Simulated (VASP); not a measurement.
Crystal: Rb.

```
Rb
1.0
     0.00000    3.51833    3.51833
     3.51833    0.00000    3.51833
     3.51833    3.51833    0.00000
Rb
1
Direct
  0.00000 0.00000 0.00000
```

This isn't the form of Rb at room conditions, which is bcc.

| Item | Value |
| --- | --- |
| Program | VASP 6.6.1 |
| Task | relaxation of cell and atoms |
| Functional | LDA |
| Potentials or basis | VASP PAW LDA potentials, release 64 (Rb_sv) |
| Cutoff | 600 eV |
| k mesh | 8 × 8 × 8 |
| Occupations | fermi-dirac, width 0.1 eV |
| Spin | no spin polarisation |

At the start: pressure -0.3 GPa; volume 87.10 Å³/atom.

Question: Where does the relaxation end?

Answer: Over 4 steps the energy falls by 9.5 meV/atom and the volume is 77.74 Å³/atom (-10.7 %); space group Fm-3m (No. 225, to 0.1 Å) before and after.

The path:
```csv
step,energy change (eV),largest force (eV/Å),pressure (GPa),volume (Å³)
1,0.0000,0.0000,-0.31,87.10
2,-0.0037,0.0000,-0.25,84.99
3,-0.0092,0.0000,-0.08,79.78
4,-0.0095,0.0000,0.02,77.74
```

Final structure:
```yaml
crystal:
  lattice:
    - [0.00000, 3.38750, 3.38750]
    - [3.38750, 0.00000, 3.38750]
    - [3.38750, 3.38750, 0.00000]
  atoms:
    - { symbol: Rb, position: [0.00000, 0.00000, 0.00000] }
```
